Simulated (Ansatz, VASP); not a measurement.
# MgO: VASP beside Ansatz

```
Mg O
1.0
     3.28081    0.00000    0.00000
    -1.64040    2.84126    0.00000
     0.00000    0.00000    4.71802
Mg O
2 2
Direct
  0.66667 0.33333 0.75000
  0.33333 0.66667 0.25000
  0.66667 0.33333 0.25000
  0.33333 0.66667 0.75000
```

Alike in both runs: task single point; functional LDA; k mesh 12 × 12 × 6; occupations gaussian, width 0.05 eV; no spin polarisation.

```csv
,VASP,Ansatz
version,VASP 6.6.1,Ansatz 0.2.0
potentials or method,"VASP PAW LDA potentials, release 64 (Mg_sv, O), cutoff 750 eV","scalar-relativistic, plane waves, PAW"
valence electrons in the cell,32,32
```

VASP gave:

```
gap on the k mesh at the Fermi level (eV)                     : 3.20
least direct gap on the mesh (eV)                             : 3.20
pressure (GPa)                                                : 3.1
traceless stress, the component that is largest in VASP (GPa) : -17.02
```

**Question.** What did Ansatz give for the same quantities?

**Answer.** gap on the k mesh at the Fermi level (eV): 3.19; least direct gap on the mesh (eV): 3.19; pressure (GPa): 3.0; traceless stress, the component that is largest in VASP (GPa): -16.36.

LDA's correlation is that of Perdew and Zunger in VASP and of Perdew and Wang (1992) in Ansatz.
